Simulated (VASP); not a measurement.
Pd:

```xyz
2
Lattice="0.0000 2.7082 2.7082 2.7082 0.0000 2.7082 2.7082 2.7082 0.0000" Properties=species:S:1:pos:R:3 pbc="T T T"
Pd    0.6771    0.6771    0.6771
Pd    4.7394    4.7394    4.7394
```

| Quantity | Value |
| --- | --- |
| Program | VASP 6.6.1 |
| Task | relaxation of cell and atoms |
| Functional | LDA |
| Potentials or basis | VASP PAW LDA potentials, release 64 (Pd_sv_GW) |
| Cutoff | 540 eV |
| k mesh | 10 × 10 × 10 |
| Occupations | fermi-dirac, width 0.1 eV |
| Spin | no spin polarisation |

At the start: pressure 12.8 GPa; volume 19.86 Å³/atom.

**Question.** Where does the relaxation end?

**Answer.** Over 4 steps the energy falls by 68.5 meV/atom and the volume is 21.76 Å³/atom (+9.6 %); space group Fd-3m (No. 227, to 0.05 Å).

The path:
| step | energy change (eV) | largest force (eV/Å) | pressure (GPa) | volume (Å³) |
| --- | --- | --- | --- | --- |
| 1 | 0.0000 | 0.0000 | 12.78 | 39.73 |
| 2 | 0.0765 | 0.0000 | -9.63 | 49.55 |
| 3 | -0.1368 | 0.0000 | -0.28 | 43.62 |
| 4 | -0.1369 | 0.0000 | -0.05 | 43.52 |

Final structure:
```cif
data_structure
_symmetry_space_group_name_H-M 'P 1'
_symmetry_Int_Tables_number 1
_cell_length_a 3.9484
_cell_length_b 3.9484
_cell_length_c 3.9484
_cell_angle_alpha 60.000
_cell_angle_beta 60.000
_cell_angle_gamma 60.000
_cell_volume 43.52
loop_
_atom_site_label
_atom_site_type_symbol
_atom_site_fract_x
_atom_site_fract_y
_atom_site_fract_z
_atom_site_occupancy
Pd1 Pd 0.12500 0.12500 0.12500 1
Pd2 Pd 0.87500 0.87500 0.87500 1
```
